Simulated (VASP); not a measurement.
Input of a VASP 6.6.1 run:

Contents of INCAR:

```
ALGO = Fast
EDIFF = 1E-6
ENCUT = 520
GGA = PS
ISIF = 2
ISMEAR = 0
LASPH = T
LCHARG = F
LREAL = F
LWAVE = F
NBANDS = 26
NELM = 100
PREC = Accurate
SIGMA = 0.15
```

Contents of KPOINTS:

```
k-points
0
Gamma
  14 14 14
```

The input POSCAR:

```
AlCu3
1.0
    0.0000000000      2.7753403272      2.7753403272
    2.8834704698     -0.1081301426      2.8834704698
    2.8834704698      2.8834704698     -0.1081301426
Al Cu
1 3
Direct
    0.0000000000      0.0000000000      0.0000000000
    0.5000000000      0.5000000000      0.5000000000
    0.2500000000      0.2500000000      0.2500000000
    0.7500000000      0.7500000000      0.7500000000
```

Potentials or basis: VASP PAW PBE potentials, release 64 (Al, Cu).

Run with:

```sh
$ cat potpaw_PBE.64/Al/POTCAR potpaw_PBE.64/Cu/POTCAR > POTCAR
$ mpirun -np 1 vasp_std > vasp.out
```

**Question.** What does it give for the band gap on the k mesh?

**Answer.** Zero (band 18 reaches 12.05 eV, above the bottom of band 19 at 6.51 eV).

**Question.** What does it give for the pressure?

**Answer.** 1.7 GPa.

Stress tensor (GPa, compression positive):
```
2.01 0.00 0.00
0.00 1.59 8.77
0.00 8.77 1.59
```

Caveat: the cell differs from its parent crystal (strain -0.0750 x Voigt [0, 0, 0, 1, 0, 0]); the PAW data sets were made with another functional, which shifts forces and pressure a little.
